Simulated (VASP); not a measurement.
A run of VASP 6.6.1:

Contents of POSCAR:

```
MgSnSb2
1.0
    4.6132641421      0.0000000000      0.0000000000
    0.0000000000      4.6132641421      0.0000000000
    0.0000000000      0.0000000000      6.5000477434
Mg Sb Sn
1 2 1
Direct
    0.0000000000      0.0000000000      0.0000000000
    0.0000000000      0.5000000000      0.2435090769
    0.5000000000      0.0000000000      0.7564909231
    0.5000000000      0.5000000000      0.5000000000
```

The input INCAR.step1:

```
PREC = Accurate
ENCUT = 520
EDIFF = 1E-5
ISMEAR = -1
SIGMA = 0.02
LREAL = False
LASPH = True
NELM = 100
ALGO = Normal
ISIF = 2
LWAVE = True
GGA = PE
NBANDS = 21
```

Contents of INCAR.step2:

```
PREC = Accurate
ENCUT = 520
EDIFF = 1E-6
ISMEAR = -1
SIGMA = 0.02
LREAL = False
LASPH = True
NELM = 100
ALGO = Normal
ISIF = 2
LWAVE = False
LCHARG = True
GGA = PE
LHFCALC = True
HFSCREEN = 0.2079
PRECFOCK = Normal
LELF = True
LVHAR = True
ISTART = 1
NBANDS = 21
```

KPOINTS

```
Automatic mesh
0
Gamma
  4 4 2
```

Potentials or basis: VASP PAW PBE potentials, release 64 (Mg, Sb, Sn_d).

Run with:

```sh
$ cat potpaw_PBE.64/Mg/POTCAR potpaw_PBE.64/Sb/POTCAR potpaw_PBE.64/Sn_d/POTCAR > POTCAR
$ cp INCAR.step1 INCAR
$ mpirun -np 1 vasp_std > vasp.out
$ cp INCAR.step2 INCAR
$ mpirun -np 1 vasp_std > vasp.out
```

Hardware: 1 thread of Intel Xeon 8259CL, on a shared host.

Problem. How long does it take, and how much memory?

Solution. Run time: 57 min on 1 thread of Intel Xeon 8259CL, on a shared host, peak memory 0.41 GiB. Counts: k points 12.
